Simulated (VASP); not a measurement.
The system is FeO.

```
CELL_PARAMETERS angstrom
1.58442 0.91477 2.48305
-1.58442 0.91477 2.48305
0.00000 -1.82953 2.48305
ATOMIC_POSITIONS crystal
Fe 0.00000 0.00000 0.00000
O 0.50000 0.50000 0.50000
```

| Quantity | Value |
| --- | --- |
| Program | VASP 6.6.1 |
| Task | relaxation of cell and atoms |
| Functional | PBE |
| Potentials or basis | VASP PAW PBE potentials, release 64 (Fe, O) |
| Cutoff | 600 eV |
| k mesh | 12 × 12 × 12 |
| Occupations | gaussian, width 0.02 eV |
| Spin | collinear spin, ferromagnetic start |
| Starting moments | [3.9, 0.17] μB |
| Hubbard terms | Fe d U = 5.3 eV |

At the start: pressure -9.7 GPa; volume 10.80 Å³/atom.

Task: How do energy, volume and symmetry change on relaxing?

Result: Over 5 steps the energy falls by 23.8 meV/atom and the volume is 10.11 Å³/atom (-6.3 %); space group R-3m (No. 166, to 0.1 Å) before, Fm-3m (No. 225, to 0.1 Å); moment 4.00 μB per cell.

Step by step:
```csv
step,energy change (eV),largest force (eV/Å),pressure (GPa),volume (Å³)
1,0.0000,0.0000,-9.69,21.59
2,-0.0362,0.0000,5.49,19.62
3,-0.0457,0.0000,0.15,20.20
4,-0.0467,0.0000,0.12,20.21
5,-0.0476,0.0000,-0.01,20.23
```

Final structure:
```yaml
crystal:
  lattice:
    - [1.53577, 0.88668, 2.47573]
    - [-1.53577, 0.88668, 2.47573]
    - [0.00000, -1.77335, 2.47573]
  atoms:
    - { symbol: Fe, position: [0.00000, 0.00000, 0.00000] }
    - { symbol: O, position: [0.50000, 0.50000, 0.50000] }
```

Caveat: a cell with one magnetic atom can't hold antiferromagnetic order, which such compounds often take.
